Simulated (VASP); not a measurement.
Write the native input for VASP 6.6.1 that does the following.

```
Task                   : single point
Functional             : PBE
Potentials or basis    : VASP PAW PBE potentials, release 64 (W_sv)
Cutoff                 : 520 eV
k mesh                 : 12 × 12 × 12
Occupations            : gaussian, width 0.05 eV
Spin                   : no spin polarisation
Dipole correction      : no
Further INCAR settings : ALGO = Normal; EDIFF = 1e-07; NBANDS = 13
```

The structure of W lies in POSCAR:

```
W
1.0
    0.0000000000      2.0025642044      2.0025642044
    2.0025642044      0.0000000000      2.0025642044
    2.0025642044      2.0025642044      0.0000000000
W
1
Direct
    0.0000000000      0.0000000000      0.0000000000
```

These files were run (other wordings do the same):

INCAR

```
SYSTEM = W
ALGO = Normal ; EDIFF = 1E-7
ENCUT = 520 ; GGA = PE
ISIF = 2 ; ISMEAR = 0
LASPH = .True. ; LCHARG = .False.
LREAL = .False. ; LWAVE = .False.
NBANDS = 13 ; NELM = 60
PREC = Accurate ; SIGMA = 0.05
```

KPOINTS

```
k-points
0
Gamma
  12 12 12
  0 0 0
```

Potentials or basis: VASP PAW PBE potentials, release 64 (W_sv).

Launch:

```console
$ cat potpaw_PBE.64/W_sv/POTCAR > POTCAR
$ mpirun -np 1 vasp_std > vasp.out
```

It gave:

- Pressure: 6.9 GPa
- Band gap on the k mesh: zero (band 7 reaches 13.96 eV, above the bottom of band 8 at 10.21 eV)

Caveat: spin-orbit coupling is left out, which moves the levels of the heavy elements.

Wall time 16 s on 1 thread of Intel Xeon 8259CL, with other jobs on the host, peak memory 0.15 GiB.
